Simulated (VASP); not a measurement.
A run of VASP 6.6.1 is set up as follows.

The input INCAR:

```
SYSTEM = Ni
PREC     = Accurate       ! precision mode
ENCUT    = 520            ! plane-wave cutoff, eV
EDIFF    = 1E-7           ! SCF threshold, eV
ISMEAR   = -1             ! smearing method
SIGMA    = 0.2            ! smearing width, eV
LREAL    = .FALSE.        ! projectors in reciprocal space
LASPH    = .TRUE.         ! aspherical terms in the spheres
NELM     = 150            ! most SCF steps
ALGO     = Normal         ! electronic algorithm
ISIF     = 2              ! what is computed and relaxed
LWAVE    = .FALSE.        ! write WAVECAR
LCHARG   = .FALSE.        ! write CHGCAR
ISPIN    = 2              ! spin polarisation
MAGMOM   = 0.4 0.4        ! initial moments
LORBIT   = 11             ! projections on sites
NUPDOWN  = 0.7            ! fixed moment
LMAXMIX  = 4              ! l up to which the mixer works
GGA      = CA             ! functional
NBANDS   = 21             ! bands
```

KPOINTS

```
Automatic mesh
0
G
  6 6 3
  0 0 0
```

POSCAR

```
Ni
1.0
    2.4480230000      0.0000000000      0.0000000000
   -1.2240110000      2.1200500000      0.0000000000
    0.0000000000      0.0000000000      4.0728080000
Ni
2
Direct
    0.3333333333      0.6666666667      0.2500000000
    0.6666666667      0.3333333333      0.7500000000
```

Potentials or basis: VASP PAW LDA potentials, release 64 (Ni).

Command:

```bash
$ cat potpaw_LDA.64/Ni/POTCAR > POTCAR
$ mpirun -np 1 vasp_std > vasp.out
```

Task: What does it give for the pressure?

Result: -10.3 GPa.

Stress tensor (GPa, compression positive):
```
 -9.33   0.00   0.00
  0.00  -9.33   0.00
  0.00   0.00 -12.10
```

Caveat: the k points lie up to 0.51 Å⁻¹ apart; the total moment is fixed, so each spin has its own Fermi level.
